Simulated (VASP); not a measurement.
Input of a VASP 6.6.1 run:

INCAR

```
SYSTEM = HCl
  PREC = Accurate
  ENCUT = 520
  EDIFF = 1E-7
  ISMEAR = 0
  SIGMA = 0.15
  LREAL = .False.
  LASPH = .True.
  NELM = 100
  ALGO = Normal
  ISIF = 2
  LWAVE = .False.
  LCHARG = .False.
  GGA = CA
  NBANDS = 11
```

File KPOINTS:

```
regular mesh
0
Gamma
  16 16 16
  0 0 0
```

The input POSCAR:

```
HCl
1.0
    0.0000000000      2.6750000000      2.8550000000
    2.2635000000      0.0000000000      2.8550000000
    2.2635000000      2.6750000000      0.0000000000
H Cl
1 1
Direct
    0.0000000000      0.0000000000      0.0000000000
    0.5000000000      0.5000000000      0.5000000000
```

Potentials or basis: VASP PAW LDA potentials, release 64 (H, Cl).

The run is started by

```bash
$ cat potpaw_LDA.64/H/POTCAR potpaw_LDA.64/Cl/POTCAR > POTCAR
$ mpirun -np 1 vasp_std > vasp.out
```

**Question.** What does it give for the pressure?

**Answer.** -12.4 GPa.

**Question.** Estimate the band gap on the k mesh.

**Answer.** Zero (bands 4 and 5 overlap by 0.50 eV).

Stress tensor (GPa, compression positive):
```
-24.66   0.00   0.00
  0.00  -7.40   0.00
  0.00   0.00  -5.11
```

Caveat: the cell differs from its parent crystal (strain -0.1000 x Voigt [1, 0, 0, 0, 0, 0]); the cell stands under tension.
